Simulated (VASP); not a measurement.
# CdTe in VASP: notebook

Aim: see how the results for CdTe move with the level of theory and the settings. Levels: PBE, r2SCAN. Tasks: single point.

All numbers are computed with VASP 6.6.1; they aren't measurements. Logs are shortened: lines on timing, memory, paths and dates and some standing lists are left out, and cuts for length are marked.

## Step 1: The cell of the first run

Symmetry: F-43m, No. 216, cubic system. Conventional cell: a = 6.494 Å, b = 6.494 Å, c = 6.494 Å, α = 90.00°, β = 90.00°, γ = 90.00°. Within 3.7 Å of Cd (site symmetry -43m) lie 4 Te at 2.81 Å. Te (site symmetry -43m) has 4 Cd at 2.81 Å within 3.7 Å.

## Step 2: Single point, PBE (strain -1.0%)

INCAR

```
  ALGO = Normal
  EDIFF = 1E-6
  ENCUT = 520
  GGA = PE
  ISIF = 2
  ISMEAR = -1
  LASPH = T
  LCHARG = F
  LREAL = F
  LWAVE = F
  NBANDS = 16
  NELM = 100
  PREC = Accurate
  SIGMA = 0.02
```

KPOINTS

```
k-points
0
Gamma
  6 6 6
```

POSCAR

```
CdTe
1.0
    0.0000000000      3.2471555647      3.2471555647
    3.2471555647      0.0000000000      3.2471555647
    3.2471555647      3.2471555647      0.0000000000
Cd Te
1 1
Direct
    0.0000000000      0.0000000000      0.0000000000
    0.2500000000      0.2500000000      0.2500000000
```

Potentials or basis: VASP PAW PBE potentials, release 64 (Cd, Te).

Run with:

```console
> cat potpaw_PBE.64/Cd/POTCAR potpaw_PBE.64/Te/POTCAR > POTCAR
> mpirun -np 1 vasp_std > vasp.out
```

OUTCAR:

```text
EDIFF = 1E-6
   ENCUT = 520
   GGA = PE
   ISIF = 2
   ISMEAR = -1
   LASPH = T
   LREAL = F
   NELM = 100
   PREC = Accurate

 ion  position               nearest neighbor table
   1  0.000  0.000  0.000-   2 2.81   2 2.81   2 2.81   2 2.81
   2  0.250  0.250  0.250-   1 2.81   1 2.81   1 2.81   1 2.81

  LATTYP: Found a face centered cubic cell.
 ALAT       =     6.4943111294

  Lattice vectors:

 A1 = (   0.0000000000,   3.2471555647,   3.2471555647)
 A2 = (   3.2471555647,   0.0000000000,   3.2471555647)
 A3 = (   3.2471555647,   3.2471555647,   0.0000000000)

Analysis of symmetry for initial positions (statically):
=====================================================================
 Subroutine PRICEL returns:
 Original cell was already a primitive cell.

 Routine SETGRP: Setting up the symmetry group for a
 face centered cubic supercell.

 Subroutine GETGRP returns: Found 24 space group operations
 (whereof 24 operations were pure point group operations)
 out of a pool of 48 trial point group operations.

The static configuration has the point symmetry T_d .

Analysis of symmetry for dynamics (positions and initial velocities):
=====================================================================
 Subroutine PRICEL returns:
 Original cell was already a primitive cell.

 Routine SETGRP: Setting up the symmetry group for a
 face centered cubic supercell.

 Subroutine GETGRP returns: Found 24 space group operations
 (whereof 24 operations were pure point group operations)
 out of a pool of 48 trial point group operations.

The dynamic configuration has the point symmetry T_d .

 Subroutine INISYM returns: Found 24 space group operations
 (whereof 24 operations are pure point group operations),
 and found     1 'primitive' translations

----------------------------------------------------------------------------------------

                                     Primitive cell

  volume of cell :      68.4761

  direct lattice vectors                    reciprocal lattice vectors
     0.000000000  3.247155565  3.247155565    -0.153980920  0.153980920  0.153980920
     3.247155565  0.000000000  3.247155565     0.153980920 -0.153980920  0.153980920
     3.247155565  3.247155565  0.000000000     0.153980920  0.153980920 -0.153980920

  length of vectors
     4.592171439  4.592171439  4.592171439     0.266702776  0.266702776  0.266702776

  position of ions in fractional coordinates (direct lattice)
     0.000000000  0.000000000  0.000000000
     0.250000000  0.250000000  0.250000000

  ion indices of the primitive-cell ions
   primitive index   ion index
                 1           1
                 2           2

----------------------------------------------------------------------------------------

 KPOINTS: k-points

Automatic generation of k-mesh.
 Grid dimensions read from file:
 generate k-points for:    6    6    6

 Generating k-lattice:

  Cartesian coordinates                     Fractional coordinates (reciprocal lattice)
    -0.025663487  0.025663487  0.025663487     0.166666667  0.000000000  0.000000000
     0.025663487 -0.025663487  0.025663487     0.000000000  0.166666667  0.000000000
     0.025663487  0.025663487 -0.025663487     0.000000000  0.000000000  0.166666667

  Length of vectors
     0.044450463  0.044450463  0.044450463

  Shift w.r.t. Gamma in fractional coordinates (k-lattice)
     0.000000000  0.000000000  0.000000000

 Subroutine IBZKPT returns following result:
 ===========================================

 Found     16 irreducible k-points:

 Following reciprocal coordinates:
            Coordinates               Weight
  0.000000  0.000000  0.000000      1.000000
  0.166667  0.000000  0.000000      8.000000
  0.333333  0.000000  0.000000      8.000000
  0.500000  0.000000  0.000000      4.000000
  0.166667  0.166667  0.000000      6.000000
  0.333333  0.166667  0.000000     24.000000
[... 8 lines left out ...]
 -0.333333  0.333333  0.166667     24.000000
 -0.333333  0.500000  0.166667     12.000000
   k-points           NKPTS =     16   k-points in BZ     NKDIM =     16   number of bands    NBANDS=     16
   number of dos      NEDOS =    301   number of ions     NIONS =      2
   total plane-waves  NPLWV =  46656
   dimension x,y,z NGX =    36 NGY =   36 NGZ =   36
   dimension x,y,z NGXF=    72 NGYF=   72 NGZF=   72
   ions per type =               1   1
   NGX,Y,Z   is equivalent  to a cutoff of  13.03, 13.03, 13.03 a.u.
   NGXF,Y,Z  is equivalent  to a cutoff of  26.07, 26.07, 26.07 a.u.
 SYSTEM =  unknown system
   PREC   = accura    normal or accurate (medium, high low for compatibility)
   ISTART =      0    job   : 0-new  1-cont  2-samecut
   ICHARG =      2    charge: 1-file 2-atom 10-const
   ISPIN  =      1    spin polarized calculation?
   LNONCOLLINEAR =      F non collinear calculations
   LSORBIT =      F    spin-orbit coupling
   LASPH  =      T    aspherical Exc in radial PAW
   ENCUT  =  520.0 eV  38.22 Ry    6.18 a.u.   8.54  8.54  8.54*2*pi/ulx,y,z
   NELM   =    100;   NELMIN=  2; NELMDL= -5     # of ELM steps
   EDIFF  = 0.1E-05   stopping-criterion for ELM
   LREAL  =      F    real-space projection
   EDIFFG = 0.1E-04   stopping-criterion for IOM
   NSW    =      0    number of steps for IOM
   IBRION =     -1    ionic relax: 0-MD 1-quasi-New 2-CG
   NFREE  =      0    steps in history (QN), initial steepest desc. (CG)
   ISIF   =      2    stress and relaxation
   ISYM   =      2    0-nonsym 1-usesym 2-fastsym
   POTIM  = 0.5000    time-step for ionic-motion
   TEBEG  =    0.0;   TEEND  =   0.0 temperature during run
   PSTRESS=    0.0 pullay stress
   NELECT =      18.0000    total number of electrons
   NUPDOWN=      -1.0000    fix difference up-down
   EMIN   =  10.00;   EMAX   =-10.00  energy-range for DOS
   EFERMI =   0.00;   METHOD = LEGACY
   ISMEAR =    -1;   SIGMA  =   0.02  broadening in eV -4-tet -1-fermi 0-gaus
   EFERMI_NEDOS =   21; number of points for ismear=-14 and -15
   IALGO  =     38    algorithm
   IMIX   =      4    mixing-type and parameters
     AMIX     =   0.40;   BMIX     =  1.00
     AMIX_MAG =   1.60;   BMIX_MAG =  1.00
  volume/ion in A,a.u.               =      34.24       231.05
  Fermi-wavevector in a.u.,A,eV,Ry     =   1.048703  1.981762 14.963392  1.099778
  Thomas-Fermi vector in A             =   2.183636
   LORBIT       =      0    0 simple, 1 ext, 2 COOP (PROOUT), +10 PAW based schemes
   GGA     = PE    functional components
   LHFCALC =     F    Hartree Fock is set to
   AEXX    =    0.0000 exact exchange contribution
   IVDW    =     0    specifies the selected vdW correction
   LEPSILON=     F    determine dielectric tensor
   LRPA    =     F    only Hartree local field effects (RPA)
 non-spin polarized calculation
  energy-cutoff  :      520.00
  volume of cell :       68.48
 maximum number of plane-waves:      1868
 NGX is ok and might be reduce to    36
   NGX = 17   NGY = 17   NGZ = 17

 number of electron      17.9999998 magnetization

 Free energy of the ion-electron system (eV)
  ---------------------------------------------------
  ext. energy  EPLUGINS =         0.00000000
  ---------------------------------------------------
  free energy    TOTEN  =        -4.77676303 eV

  energy without entropy =       -4.77676303  energy(sigma->0) =       -4.77676303

 E-fermi :   2.6763     XC(G=0):  -8.5559

 val. band max:        2.2936925110   @ k =   0.0000   0.0000   0.0000
 cond. band min:       3.0449998098   @ k =   0.0000   0.0000   0.0000
 fundamental gap:      0.7513072989
 Fermi energy:         2.6762861242

 k-point     1 :       0.0000    0.0000    0.0000
  band No.  band energies     occupation
      1      -8.8438      2.00000
      2      -5.9745      2.00000
      3      -5.9745      2.00000
      4      -5.9745      2.00000
      5      -5.7188      2.00000
      6      -5.7188      2.00000
[... 8 lines left out ...]
     15      11.6392      0.00000
     16      11.6392      0.00000

 k-point     2 :       0.1667    0.0000    0.0000
  band No.  band energies     occupation
      1      -8.7456      2.00000
      2      -5.9562      2.00000
      3      -5.9562      2.00000
      4      -5.8916      2.00000
      5      -5.7199      2.00000
      6      -5.7199      2.00000
[... 8 lines left out ...]
     15      10.7668      0.00000
     16      10.7668      0.00000

 k-point     3 :       0.3333    0.0000    0.0000
  band No.  band energies     occupation
      1      -8.5494      2.00000
      2      -5.9247      2.00000
      3      -5.9247      2.00000
      4      -5.7160      2.00000
      5      -5.7160      2.00000
      6      -5.6154      2.00000
[... 8 lines left out ...]
     15      11.1706      0.00000
     16      11.1706      0.00000

 k-point     4 :       0.5000    0.0000    0.0000
  band No.  band energies     occupation
      1      -8.4535      2.00000
      2      -5.9124      2.00000
      3      -5.9124      2.00000
      4      -5.7099      2.00000
      5      -5.7099      2.00000
      6      -5.3710      2.00000
[... 8 lines left out ...]
     15      12.5883      0.00000
     16      12.5883      0.00000
[... 172 lines left out ...]
 k-point    14 :       0.5000    0.3333    0.1667
  band No.  band energies     occupation
      1      -8.4257      2.00000
      2      -5.8807      2.00000
      3      -5.8732      2.00000
      4      -5.7589      2.00000
      5      -5.7063      2.00000
      6      -5.4043      2.00000
[... 8 lines left out ...]
     15      12.5597      0.00000
     16      13.6863      0.00000

 k-point    15 :      -0.3333    0.3333    0.1667
  band No.  band energies     occupation
      1      -8.3656      2.00000
      2      -5.8730      2.00000
      3      -5.8589      2.00000
      4      -5.7425      2.00000
      5      -5.7157      2.00000
      6      -5.2204      2.00000
[... 8 lines left out ...]
     15      12.7737      0.00000
     16      13.4679      0.00000

 k-point    16 :      -0.3333    0.5000    0.1667
  band No.  band energies     occupation
      1      -8.3361      2.00000
      2      -5.8453      2.00000
      3      -5.8447      2.00000
      4      -5.7653      2.00000
      5      -5.7061      2.00000
      6      -5.1730      2.00000
[... 8 lines left out ...]
     15      13.3347      0.00000
     16      13.6480      0.00000

------------------------ aborting loop because EDIFF is reached ----------------------------------------

  FORCE on cell =-STRESS in cart. coord.  units (eV):
  Direction    XX          YY          ZZ          XY          YZ          ZX
  --------------------------------------------------------------------------------------
  -------------------------------------------------------------------------------------
  Total        1.0416736      1.0416736      1.0416736      0.0000000     -0.0000000     -0.0000000
  in kB       24.3726608     24.3726608     24.3726608      0.0000000     -0.0000000     -0.0000000
  external PRESSURE =      24.3726608 kB  Pullay stress =       0.0000000 kB

 VOLUME and BASIS-vectors are now :
 -----------------------------------------------------------------------------
  energy-cutoff  :      520.00
  volume of cell :       68.48
      direct lattice vectors                 reciprocal lattice vectors
     0.000000000  3.247155565  3.247155565    -0.153980920  0.153980920  0.153980920
     3.247155565  0.000000000  3.247155565     0.153980920 -0.153980920  0.153980920
     3.247155565  3.247155565  0.000000000     0.153980920  0.153980920 -0.153980920

 POSITION                                       TOTAL-FORCE (eV/Angst)
 -----------------------------------------------------------------------------------
      0.00000      0.00000      0.00000        -0.000000     -0.000000     -0.000000
      1.62358      1.62358      1.62358         0.000000      0.000000      0.000000
 -----------------------------------------------------------------------------------
    total drift:                               -0.000000     -0.000000     -0.000000

  FREE ENERGIE OF THE ION-ELECTRON SYSTEM (eV)
  ---------------------------------------------------
  free  energy   TOTEN  =        -4.7767630252 eV

  energy  without entropy=       -4.7767630251  energy(sigma->0) =       -4.77676303
```

Wall time 14 s (1 thread of Intel Xeon Platinum 8559C (Emerald Rapids), shared host); peak memory 0.2 GiB.

Results:

```
Free energy            : -4.7768 eV
Pressure               : 2.4 GPa
Band gap on the k mesh : 0.75 eV, direct
```

Caveat: the cell differs from its parent crystal (strain -1.0%); spin-orbit coupling is left out, which moves the levels of the heavy elements.

(Part 1 of 3 ends here.)
